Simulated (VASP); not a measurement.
# LaNb2N2 (P6/mmm) in VASP: further runs, part 2 of 2

VASP 6.6.1.

## Step 3: Single point, PBE

This run uses another cell than the first one, of 19.53 Å³/atom, 1.170 times its volume.

INCAR reads:

```
SYSTEM = LaNb2N2
ALGO = Normal
EDIFF = 1E-6
ENCUT = 520
GGA = PE
ISIF = 2
ISMEAR = 0
LASPH = .TRUE.
LCHARG = .TRUE.
LELF = .TRUE.
LREAL = .FALSE.
LVHAR = .TRUE.
LWAVE = .FALSE.
NBANDS = 32
NELM = 100
PREC = Accurate
SIGMA = 0.1
```

KPOINTS reads:

```
k-points
0
G
  6 6 4
  0 0 0
```

POSCAR reads:

```
LaNb2N2
1.0
    4.3377570738      0.0000000033      0.0000000000
   -2.1688785397      3.7566078197      0.0000000000
    0.0000000000      0.0000000000      5.9927269141
La Nb N
1 2 2
Direct
    0.0000000000      0.0000000000      0.5000000000
    0.3333333333      0.6666666667      0.0000000000
    0.6666666667      0.3333333333      0.0000000000
    0.0000000000      0.0000000000      0.8890536068
    0.0000000000      0.0000000000      0.1109463932
```

Potentials or basis: VASP PAW PBE potentials, release 64 (La, Nb_sv, N).

On the command line:

```
$ cat potpaw_PBE.64/La/POTCAR potpaw_PBE.64/Nb_sv/POTCAR potpaw_PBE.64/N/POTCAR > POTCAR
$ mpirun -np 1 vasp_std > vasp.out
```

OUTCAR:

```text
SYSTEM = LaNb2N2
   EDIFF = 1E-6
   ENCUT = 520
   GGA = PE
   ISIF = 2
   ISMEAR = 0
   LASPH = .TRUE.
   LREAL = .FALSE.
   NELM = 100
   PREC = Accurate

 ion  position               nearest neighbor table
   1  0.000  0.000  0.500-   4 2.33   5 2.33
   2  0.333  0.667  0.000-   3 2.50   3 2.50   3 2.50
   3  0.667  0.333  0.000-   2 2.50   2 2.50   2 2.50
   4  0.000  0.000  0.889-   5 1.33   1 2.33
   5  0.000  0.000  0.111-   4 1.33   1 2.33

  LATTYP: Found a hexagonal cell.
 ALAT       =     4.3377570738
 C/A-ratio  =     1.3815266305

  Lattice vectors:

 A1 = (   4.3377570738,   0.0000000033,   0.0000000000)
 A2 = (  -2.1688785397,   3.7566078197,   0.0000000000)
 A3 = (   0.0000000000,   0.0000000000,   5.9927269141)

Analysis of symmetry for initial positions (statically):
=====================================================================
 Subroutine PRICEL returns:
 Original cell was already a primitive cell.

 Routine SETGRP: Setting up the symmetry group for a
 hexagonal supercell.

 Subroutine GETGRP returns: Found 24 space group operations
[... 168 lines left out ...]

 val. band max:        7.8935265288   @ k =   0.5000   0.0000   0.2500
 cond. band min:       7.9228966183   @ k =   0.1667   0.0000   0.0000
 fundamental gap:      0.0293700895
 Fermi energy:         7.8937993449

 k-point     1 :       0.0000    0.0000    0.0000
  band No.  band energies     occupation
      1     -46.9843      2.00000
      2     -46.3402      2.00000
      3     -24.5814      2.00000
      4     -23.7973      2.00000
      5     -23.7973      2.00000
      6     -22.9903      2.00000
[... 724 lines left out ...]
     31      10.4037      0.00000
     32      10.4046      0.00000

------------------------ aborting loop because EDIFF is reached ----------------------------------------

  FORCE on cell =-STRESS in cart. coord.  units (eV):
  Direction    XX          YY          ZZ          XY          YZ          ZX
  --------------------------------------------------------------------------------------
  -------------------------------------------------------------------------------------
  Total        0.1009951      0.1009951     -0.0312545      0.0000000      0.0000000     -0.0000000
  in kB        1.6570107      1.6570107     -0.5127871      0.0000000      0.0000000     -0.0000000
  external PRESSURE =       0.9337448 kB  Pullay stress =       0.0000000 kB

 VOLUME and BASIS-vectors are now :
 -----------------------------------------------------------------------------
  energy-cutoff  :      520.00
  volume of cell :       97.65
      direct lattice vectors                 reciprocal lattice vectors
     4.337757074  0.000000003  0.000000000     0.230533887  0.133098802  0.000000000
    -2.168878540  3.756607820  0.000000000    -0.000000000  0.266197604  0.000000000
     0.000000000  0.000000000  5.992726914     0.000000000  0.000000000  0.166868942

 POSITION                                       TOTAL-FORCE (eV/Angst)
 -----------------------------------------------------------------------------------
      0.00000      0.00000      2.99636        -0.000000     -0.000000     -0.000000
     -0.00000      2.50441      0.00000        -0.000000      0.000000     -0.000000
      2.16888      1.25220      0.00000        -0.000000     -0.000000     -0.000000
      0.00000      0.00000      5.32786        -0.000000     -0.000000     -0.146715
      0.00000      0.00000      0.66487         0.000000      0.000000      0.146715
 -----------------------------------------------------------------------------------
    total drift:                               -0.000000      0.000000     -0.000000

  FREE ENERGIE OF THE ION-ELECTRON SYSTEM (eV)
  ---------------------------------------------------
  free  energy   TOTEN  =       -39.4363012280 eV

  energy  without entropy=      -39.4166627094  energy(sigma->0) =      -39.42648197
```

OSZICAR:

```text
N       E                     dE             d eps       ncg     rms          rms(c)
DAV:   1     0.561315983120E+03    0.56132E+03   -0.21181E+04  1488   0.197E+03
DAV:   2     0.518596700428E+02   -0.50946E+03   -0.46420E+03  1528   0.499E+02
DAV:   3    -0.320533233183E+02   -0.83913E+02   -0.76869E+02  2240   0.192E+02
DAV:   4    -0.410783069032E+02   -0.90250E+01   -0.85339E+01  2416   0.549E+01
DAV:   5    -0.421056611842E+02   -0.10274E+01   -0.94616E+00  2544   0.160E+01    0.128E+01
DAV:   6    -0.400942440851E+02    0.20114E+01   -0.31579E+01  2048   0.229E+01    0.732E+00
DAV:   7    -0.394442447748E+02    0.65000E+00   -0.57759E+00  2432   0.139E+01    0.406E+00
DAV:   8    -0.394471693619E+02   -0.29246E-02   -0.87013E-01  2256   0.535E+00    0.199E+00
DAV:   9    -0.394344322388E+02    0.12737E-01   -0.14219E-01  2536   0.216E+00    0.575E-01
DAV:  10    -0.394362151313E+02   -0.17829E-02   -0.23699E-02  2200   0.976E-01    0.279E-01
DAV:  11    -0.394363008185E+02   -0.85687E-04   -0.34952E-03  2416   0.409E-01    0.863E-02
DAV:  12    -0.394362990732E+02    0.17453E-05   -0.51511E-04  2328   0.134E-01    0.222E-02
DAV:  13    -0.394363007709E+02   -0.16977E-05   -0.51036E-05  2416   0.588E-02    0.923E-03
DAV:  14    -0.394363012280E+02   -0.45703E-06   -0.57841E-06  1912   0.142E-02
   1 F= -.39436301E+02 E0= -.39426482E+02  d E =-.196385E-01
```

stdout:

```text
POSCAR found type information on POSCAR LaNbN
 POSCAR found :  3 types and       5 ions
 scaLAPACK will be used
 LDA part: xc-table for (Slater+PW92), standard interpolation
 POSCAR, INCAR and KPOINTS ok, starting setup
 FFT: planning ... GRIDC
 FFT: planning ... GRID_SOFT
 FFT: planning ... GRID
 WAVECAR not read
 entering main loop
```

Run time: 30 s. Hardware: 1 thread of Intel Xeon 6975P-C (Granite Rapids), shared host; peak memory 0.26 GiB.

Results:

```
Free energy   : -39.4363 eV
Pressure      : 0.1 GPa
Largest force : 0.147 eV/Å
```

Forces in eV/Å, atoms in the order of the input:
```
La   0.000  0.000  0.000
Nb   0.000  0.000  0.000
Nb   0.000  0.000  0.000
N    0.000  0.000 -0.147
N    0.000  0.000  0.147
```

Levels at points of the mesh, in eV from the Fermi level:
```csv
k point,band 19,band 20,band 21,band 22,band 23,band 24,band 25,band 26,band 27,band 28
"(0.00, 0.00, 0.00)",-2.14,-2.14,-1.11,-1.11,-0.91,0.52,0.52,1.39,1.69,1.96
"(0.50, 0.00, 0.00)",-2.81,-2.24,-0.94,-0.70,-0.67,-0.31,1.24,1.77,2.23,2.29
"(0.00, 0.00, 0.50)",-1.68,-1.68,-1.27,-1.27,-0.99,-0.72,0.59,0.59,2.05,2.33
"(0.50, 0.00, 0.50)",-2.18,-2.08,-1.02,-1.01,-0.76,0.75,0.95,1.33,1.64,1.82
```

Caveat: spin-orbit coupling is left out, which moves the levels of the heavy elements.

## Step 4: Single point, PBE, collinear spin, zero start

INCAR reads:

```
SYSTEM = LaNb2N2
PREC     = Accurate       ! precision mode
ENCUT    = 520            ! plane-wave cutoff, eV
EDIFF    = 1E-6           ! SCF threshold, eV
ISMEAR   = 0              ! smearing method
SIGMA    = 0.1            ! smearing width, eV
LREAL    = .False.        ! projectors in reciprocal space
LASPH    = .True.         ! aspherical terms in the spheres
NELM     = 150            ! most SCF steps
ALGO     = Normal         ! electronic algorithm
ISIF     = 2              ! what is computed and relaxed
LWAVE    = .False.        ! write WAVECAR
LCHARG   = .False.        ! write CHGCAR
ISPIN    = 2              ! spin polarisation
MAGMOM   = 0 0 0 0 0      ! initial moments
LORBIT   = 11             ! projections on sites
LMAXMIX  = 6              ! l up to which the mixer works
GGA      = PE             ! functional
NBANDS   = 36             ! bands
```

KPOINTS reads:

```
regular mesh
0
Gamma
  6 6 4
  0 0 0
```

POSCAR reads:

```
LaNb2N2
1.0
    3.8056112300      0.0000000000      0.0000000000
   -1.9028056200      3.2957560000      0.0000000000
    0.0000000000      0.0000000000      6.6531006900
La Nb N
1 2 2
Direct
    0.0000000000      0.0000000000      0.5000000000
    0.3333333300      0.6666666700      0.0000000000
    0.6666666700      0.3333333300      0.0000000000
    0.0000000000      0.0000000000      0.8798104200
    0.0000000000      0.0000000000      0.1201895800
```

On the command line:

```
$ cat potpaw_PBE.64/La/POTCAR potpaw_PBE.64/Nb_sv/POTCAR potpaw_PBE.64/N/POTCAR > POTCAR
$ mpirun -np 1 vasp_std > vasp.out
```

Wall time 66 s (1 thread of Intel Xeon 6975P-C (Granite Rapids), shared host); peak memory 0.29 GiB.

Results (log left out):

| Item | Value |
| --- | --- |
| Free energy | -35.3224 eV |
| Pressure | 31.0 GPa |
| Largest force | 0.860 eV/Å |
| Net moment | 0.00 μB per cell |
| Valence electrons inside the program's atomic spheres | La 8.54; Nb 11.52; N 3.63 |

Forces on the atoms (eV/Å):
```
La   0.000  0.000  0.000
Nb   0.000  0.000  0.000
Nb   0.000  0.000  0.000
N    0.000  0.000  0.860
N    0.000  0.000 -0.860
```

Stress tensor (GPa, compression positive):
```
 55.81   0.00   0.00
  0.00  55.81   0.00
  0.00   0.00 -18.71
```

Levels at points of the mesh, in eV from the Fermi level:
Spin up:
| k point | band 19 | band 20 | band 21 | band 22 | band 23 | band 24 | band 25 | band 26 | band 27 | band 28 |
| --- | --- | --- | --- | --- | --- | --- | --- | --- | --- | --- |
| (0.00, 0.00, 0.00) | -3.86 | -2.68 | -2.42 | -2.42 | -0.05 | 1.04 | 1.36 | 1.45 | 1.45 | 1.77 |
| (0.50, 0.00, 0.00) | -4.24 | -2.94 | -1.45 | -1.44 | -0.36 | -0.34 | 1.03 | 1.67 | 1.75 | 1.75 |
| (0.00, 0.00, 0.50) | -3.75 | -2.44 | -2.44 | -2.24 | -1.29 | 0.82 | 1.34 | 1.41 | 1.56 | 1.56 |
| (0.50, 0.00, 0.50) | -3.83 | -2.94 | -2.15 | -1.34 | -0.48 | -0.19 | 0.63 | 1.61 | 1.72 | 1.75 |
Spin down:
```
           k point  band 19  band 20  band 21  band 22  band 23  band 24  band 25  band 26  band 27  band 28
(0.00, 0.00, 0.00)    -3.86    -2.68    -2.42    -2.42    -0.05     1.04     1.36     1.45     1.45     1.77
(0.50, 0.00, 0.00)    -4.24    -2.94    -1.45    -1.44    -0.36    -0.34     1.03     1.67     1.75     1.75
(0.00, 0.00, 0.50)    -3.75    -2.44    -2.44    -2.24    -1.29     0.82     1.34     1.41     1.56     1.56
(0.50, 0.00, 0.50)    -3.83    -2.94    -2.15    -1.34    -0.48    -0.19     0.63     1.61     1.72     1.75
```

Caveat: spin-orbit coupling is left out, which moves the levels of the heavy elements.

## Step 5: Summary

| spin | cell | gap on the mesh (eV) | pressure (GPa) | largest force (eV/Å) |
| --- | --- | --- | --- | --- |
| off | a = 3.806, b = 3.806, c = 6.653 Å, angles 90.0, 90.0, 120.0°, 5 atoms | none | 31.0 | 0.86 |
| off | a = 4.338, b = 4.338, c = 5.993 Å, angles 90.0, 90.0, 120.0°, 5 atoms | none | 0.1 | 0.15 |
| collinear, zero start | a = 3.806, b = 3.806, c = 6.653 Å, angles 90.0, 90.0, 120.0°, 5 atoms | none | 31.0 | 0.86 |

Alike in all rows: task single point; level PBE; potentials or basis VASP PAW PBE potentials, release 64 (La, Nb_sv, N); k mesh 6 × 6 × 4; cutoff (eV) 520; smearing gaussian 0.1 eV.

Caveats: spin-orbit coupling is left out, which moves the levels of the heavy elements.

Absolute energies hang on the potentials; compare differences alone.
